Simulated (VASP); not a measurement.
# PbSe (Fm-3m) in VASP: elastic constants with LDA

Aim: the elastic constants of PbSe with LDA.

Program: VASP 6.6.1. These are calculated values, not measurements. Logs are shortened: lines on timing, memory, paths and dates and some standing lists are left out, and cuts for length are marked.

## Step 1: The cell of the first run

The structure is cubic, space group Fm-3m (No. 225). The conventional cell has a = 6.042 Å, b = 6.042 Å, c = 6.042 Å, α = 90.00°, β = 90.00°, γ = 90.00°. Pb (site symmetry m-3m) has 6 Se at 3.02 Å within 4.0 Å. Se (site symmetry m-3m) has 6 Pb at 3.02 Å within 4.0 Å.

## Step 2: Elastic constants, LDA

INCAR reads:

```
PREC     = Accurate       # precision mode
ENCUT    = 600            # plane-wave cutoff, eV
EDIFF    = 1E-8           # SCF threshold, eV
ISMEAR   = -1             # smearing method
SIGMA    = 0.05           # smearing width, eV
LREAL    = F              # projectors in reciprocal space
LASPH    = T              # aspherical terms in the spheres
NELM     = 60             # most SCF steps
ALGO     = Normal         # electronic algorithm
ISIF     = 3              # what is computed and relaxed
LWAVE    = F              # write WAVECAR
LCHARG   = T              # write CHGCAR
GGA      = CA             # functional
NBANDS   = 17             # bands
IBRION   = 6              # ionic algorithm
NFREE    = 2            
POTIM    = 0.015          # step
NSW      = 1              # ionic steps
```

KPOINTS reads:

```
regular mesh
0
Gamma
  12 12 12
```

POSCAR reads:

```
PbSe
1.0
    0.0000000000      3.0207873187      3.0207873187
    3.0207873187      0.0000000000      3.0207873187
    3.0207873187      3.0207873187      0.0000000000
Pb Se
1 1
Direct
    0.0000000000      0.0000000000      0.0000000000
    0.5000000000      0.5000000000      0.5000000000
```

Potentials or basis: VASP PAW LDA potentials, release 64 (Pb_d, Se).

Started as:

```bash
> cat potpaw_LDA.64/Pb_d/POTCAR potpaw_LDA.64/Se/POTCAR > POTCAR
> mpirun -np 1 vasp_std > vasp.out
```

OUTCAR:

```text
PREC = Accurate
   ENCUT = 600
   EDIFF = 1E-8
   ISMEAR = -1
   LREAL = F
   LASPH = T
   NELM = 60
   ISIF = 3
   GGA = CA
   IBRION = 6
   NFREE = 2
   POTIM = 0.015
   NSW = 1

 ion  position               nearest neighbor table
   1  0.000  0.000  0.000-   2 3.02   2 3.02   2 3.02   2 3.02   2 3.02   2 3.02
   2  0.500  0.500  0.500-   1 3.02   1 3.02   1 3.02   1 3.02   1 3.02   1 3.02

  LATTYP: Found a face centered cubic cell.
 ALAT       =     6.0415746374

  Lattice vectors:

 A1 = (   0.0000000000,   3.0207873187,   3.0207873187)
 A2 = (   3.0207873187,   0.0000000000,   3.0207873187)
 A3 = (   3.0207873187,   3.0207873187,   0.0000000000)

Analysis of symmetry for initial positions (statically):
=====================================================================
 Subroutine PRICEL returns:
 Original cell was already a primitive cell.

 Routine SETGRP: Setting up the symmetry group for a
 face centered cubic supercell.

 Subroutine GETGRP returns: Found 48 space group operations
 (whereof 48 operations were pure point group operations)
 out of a pool of 48 trial point group operations.

The static configuration has the point symmetry O_h .

Analysis of symmetry for dynamics (positions and initial velocities):
=====================================================================
 Subroutine PRICEL returns:
 Original cell was already a primitive cell.

 Routine SETGRP: Setting up the symmetry group for a
 face centered cubic supercell.

 Subroutine GETGRP returns: Found 48 space group operations
 (whereof 48 operations were pure point group operations)
 out of a pool of 48 trial point group operations.

The dynamic configuration has the point symmetry O_h .

 Subroutine INISYM returns: Found 48 space group operations
 (whereof 48 operations are pure point group operations),
 and found     1 'primitive' translations

----------------------------------------------------------------------------------------

                                     Primitive cell

  volume of cell :      55.1303

  direct lattice vectors                    reciprocal lattice vectors
     0.000000000  3.020787319  3.020787319    -0.165519763  0.165519763  0.165519763
     3.020787319  0.000000000  3.020787319     0.165519763 -0.165519763  0.165519763
     3.020787319  3.020787319  0.000000000     0.165519763  0.165519763 -0.165519763

  length of vectors
     4.272038395  4.272038395  4.272038395     0.286688639  0.286688639  0.286688639

  position of ions in fractional coordinates (direct lattice)
     0.000000000  0.000000000  0.000000000
     0.500000000  0.500000000  0.500000000

  ion indices of the primitive-cell ions
   primitive index   ion index
                 1           1
                 2           2

----------------------------------------------------------------------------------------

 KPOINTS: regular mesh

Automatic generation of k-mesh.
 Grid dimensions read from file:
 generate k-points for:   12   12   12

 Generating k-lattice:

  Cartesian coordinates                     Fractional coordinates (reciprocal lattice)
    -0.013793314  0.013793314  0.013793314     0.083333333  0.000000000  0.000000000
     0.013793314 -0.013793314  0.013793314     0.000000000  0.083333333  0.000000000
     0.013793314  0.013793314 -0.013793314     0.000000000  0.000000000  0.083333333

  Length of vectors
[... 94 lines left out ...]
--------------------------------------- Ionic step        1  -------------------------------------------

 number of electron      19.9999998 magnetization

 Free energy of the ion-electron system (eV)
  ---------------------------------------------------
  ext. energy  EPLUGINS =         0.00000000
  ---------------------------------------------------
  free energy    TOTEN  =        -9.45704634 eV

  energy without entropy =       -9.45672087  energy(sigma->0) =       -9.45688361

------------------------ aborting loop because EDIFF is reached ----------------------------------------

  FORCE on cell =-STRESS in cart. coord.  units (eV):
  Direction    XX          YY          ZZ          XY          YZ          ZX
  --------------------------------------------------------------------------------------
  -------------------------------------------------------------------------------------
  Total        0.0530260      0.0530260      0.0530260      0.0000000      0.0000000      0.0000000
  in kB        1.5410220      1.5410220      1.5410220      0.0000000      0.0000000      0.0000000
  external PRESSURE =       1.5410220 kB  Pullay stress =       0.0000000 kB
[... 89 lines left out ...]
  FREE ENERGIE OF THE ION-ELECTRON SYSTEM (eV)
  ---------------------------------------------------
  free  energy   TOTEN  =        -9.4499603115 eV

  energy  without entropy=       -9.4496353282  energy(sigma->0) =       -9.44979782

 E-fermi :   5.2843     XC(G=0):  -9.9550

 val. band max:        5.2478976289   @ k =   0.5000   0.0000   0.0000
 cond. band min:       5.3201944597   @ k =   0.5000   0.0000   0.0000
 fundamental gap:      0.0722968308
 Fermi energy:         5.2842936642

 k-point     1 :       0.0000    0.0000    0.0000
  band No.  band energies     occupation
      1     -11.6091      2.00000
      2     -11.6026      2.00000
      3     -11.6026      2.00000
      4     -11.6016      2.00000
      5     -11.6001      2.00000
      6      -8.6053      2.00000
[... 459 lines left out ...]
      6      -7.3514      2.00000
[... 9 lines left out ...]
     16      14.5893      0.00000
     17      16.5329      0.00000

 [... further k-points ...]

[... ionic steps 4 to 14 ...]

--------------------------------------- Ionic step       15  -------------------------------------------

 number of electron      19.9999999 magnetization

------------------------ aborting loop because EDIFF is reached ----------------------------------------
[... 67 lines left out ...]
--------------------------------------- Ionic step       17  -------------------------------------------

 number of electron      19.9999998 magnetization

 Free energy of the ion-electron system (eV)
  ---------------------------------------------------
  ext. energy  EPLUGINS =         0.00000000
  ---------------------------------------------------
  free energy    TOTEN  =        -9.45697183 eV

  energy without entropy =       -9.45665778  energy(sigma->0) =       -9.45681480

 E-fermi :   5.4645     XC(G=0): -10.0228

 val. band max:        5.4382192227   @ k =   0.5000   0.0000   0.0000
 cond. band min:       5.4904201232   @ k =   0.5000   0.0000   0.0000
 fundamental gap:      0.0522009005
 Fermi energy:         5.4644794752

 k-point     1 :       0.0000    0.0000    0.0000
  band No.  band energies     occupation
      1     -11.4418      2.00000
      2     -11.4418      2.00000
      3     -11.4377      2.00000
      4     -11.4376      2.00000
      5     -11.4376      2.00000
      6      -8.5435      2.00000
[... 500 lines left out ...]
  FREE ENERGIE OF THE ION-ELECTRON SYSTEM (eV)
  ---------------------------------------------------
  free  energy   TOTEN  =        -9.4569718307 eV

  energy  without entropy=       -9.4566577750  energy(sigma->0) =       -9.45681480

 INTERNAL STRAIN TENSORS FROM STRAINED CELLS
 ============================================

 INTERNAL STRAIN TENSOR FOR ION    1 for displacements in x,y,z  (eV/Angst):
          X           Y           Z          XY          YZ          ZX
  --------------------------------------------------------------------------------
  x     0.00000    -0.00000     0.00000     0.00000    -0.00000     0.00000
  y     0.00000     0.00000     0.00000     0.00000    -0.00000    -0.00000
  z    -0.00000     0.00000     0.00000     0.00000    -0.00000     0.00000

 INTERNAL STRAIN TENSORS FROM DISPLACED ATOMS
 ============================================

 INTERNAL STRAIN TENSOR FOR ION    1 for displacements in x,y,z  (eV/Angst):
          X           Y           Z          XY          YZ          ZX
  --------------------------------------------------------------------------------
  x     0.00000     0.00000     0.00000     0.00000     0.00000     0.00000
  y     0.00000     0.00000     0.00000     0.00000     0.00000     0.00000
  z     0.00000     0.00000     0.00000     0.00000     0.00000     0.00000

 INTERNAL STRAIN TENSOR FOR ION    2 for displacements in x,y,z  (eV/Angst):
          X           Y           Z          XY          YZ          ZX
  --------------------------------------------------------------------------------
  x     0.00000     0.00000     0.00000     0.00000     0.00000     0.00000
  y     0.00000     0.00000     0.00000     0.00000     0.00000     0.00000
  z     0.00000     0.00000     0.00000     0.00000     0.00000     0.00000

 Eigenvectors and eigenvalues of the dynamical matrix
 ----------------------------------------------------

   1 f  =    1.681133 THz    10.562872 2PiTHz   56.076572 cm-1     6.952606 meV
             X         Y         Z           dx          dy          dz
      0.000000  0.000000  0.000000    -0.524104    0.000000    0.000000
      3.020787  3.020787  3.020787     0.851654    0.000000    0.000000
[... 21 lines left out ...]
   6 f/i=    0.002341 THz     0.014711 2PiTHz    0.078097 cm-1     0.009683 meV
             X         Y         Z           dx          dy          dz
      0.000000  0.000000  0.000000     0.000000    0.000000    0.851654
      3.020787  3.020787  3.020787     0.000000    0.000000    0.524104

--------------------------------------------------------------------------------------------------------

 ELASTIC MODULI CONTR FROM IONIC RELAXATION (kBar)
 Direction    XX          YY          ZZ          XY          YZ          ZX
 --------------------------------------------------------------------------------
 XX           0.0000      0.0000      0.0000      0.0000      0.0000      0.0000
 YY           0.0000      0.0000      0.0000      0.0000      0.0000      0.0000
 ZZ           0.0000      0.0000      0.0000      0.0000      0.0000      0.0000
 XY           0.0000      0.0000      0.0000      0.0000      0.0000      0.0000
 YZ           0.0000      0.0000      0.0000      0.0000      0.0000      0.0000
 ZX           0.0000      0.0000      0.0000      0.0000      0.0000      0.0000
 --------------------------------------------------------------------------------

 TOTAL ELASTIC MODULI (kBar)
 Direction    XX          YY          ZZ          XY          YZ          ZX
 --------------------------------------------------------------------------------
 XX        1529.2281    118.3013    118.3013      0.0000      0.0000     -0.0000
 YY         118.3013   1529.2281    118.3013     -0.0000      0.0000      0.0000
 ZZ         118.3013    118.3013   1529.2281     -0.0000      0.0000     -0.0000
 XY           0.0000     -0.0000     -0.0000    176.1856      0.0000      0.0000
 YZ           0.0000      0.0000      0.0000      0.0000    176.1856      0.0000
 ZX          -0.0000      0.0000     -0.0000      0.0000      0.0000    176.1856
 --------------------------------------------------------------------------------
```

Wall time 38 min (1 thread of AMD EPYC 9R45 (Zen 5), shared host); peak memory 0.84 GiB.

Results:

- Elastic constants C11, C12, C44: 153, 12, 18 GPa
- Voigt bulk modulus: 59 GPa
- Highest phonon frequency at Γ, LO-TO splitting left out: 56 cm⁻¹

Phonon frequencies in cm⁻¹ (negative: imaginary):
```
              q point     frequencies
(0.000, 0.000, 0.000)  0 0 0 56 56 56
```

Elastic tensor in Voigt notation (GPa, in the Cartesian axes of the cell as first typed):
```
153  12  12   0   0   0
 12 153  12   0   0   0
 12  12 153   0   0   0
  0   0   0  18   0   0
  0   0   0   0  18   0
  0   0   0   0   0  18
```

Clamped-ion elastic tensor (GPa):
```
153  12  12   0   0   0
 12 153  12   0   0   0
 12  12 153   0   0   0
  0   0   0  18   0   0
  0   0   0   0  18   0
  0   0   0   0   0  18
```

Caveat: spin-orbit coupling is left out, which moves the levels of the heavy elements.
